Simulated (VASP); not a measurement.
A run of VASP 6.6.1 is set up as follows.

Contents of INCAR:

```
PREC = Accurate
ENCUT = 520
EDIFF = 1E-7
ISMEAR = 0
SIGMA = 0.15
LREAL = F
LASPH = T
NELM = 60
ALGO = Normal
ISIF = 2
LWAVE = F
LCHARG = F
GGA = PS
NBANDS = 16
```

KPOINTS

```
Automatic mesh
0
Gamma
  14 14 14
```

Contents of POSCAR:

```
InAs
1.0
    0.0000000000      2.8728000000      3.1752000000
    2.8728000000      0.0000000000      3.1752000000
    2.8728000000      2.8728000000      0.0000000000
In As
1 1
Direct
    0.0000000000      0.0000000000      0.0000000000
    0.7500000000      0.7500000000      0.7500000000
```

Potentials or basis: VASP PAW PBE potentials, release 64 (In_d, As).

Command:

```sh
$ cat potpaw_PBE.64/In_d/POTCAR potpaw_PBE.64/As/POTCAR > POTCAR
$ mpirun -np 1 vasp_std > vasp.out
```

Problem. What does it give for the pressure?

Solution. 4.7 GPa.

Problem. Predict the band gap on the k mesh.

Solution. Zero (filled and empty bands touch).

Stress tensor (GPa, compression positive):
```
6.06 0.00 0.00
0.00 6.06 0.00
0.00 0.00 2.01
```

Caveat: the cell differs from its parent crystal (strain -0.050 along x and y, +0.050 along z); the cell stands under pressure; semilocal functionals underestimate gaps, and a narrow one can read as zero; the PAW data sets were made with another functional, which shifts forces and pressure a little; spin-orbit coupling is left out, which moves the levels of the heavy elements.
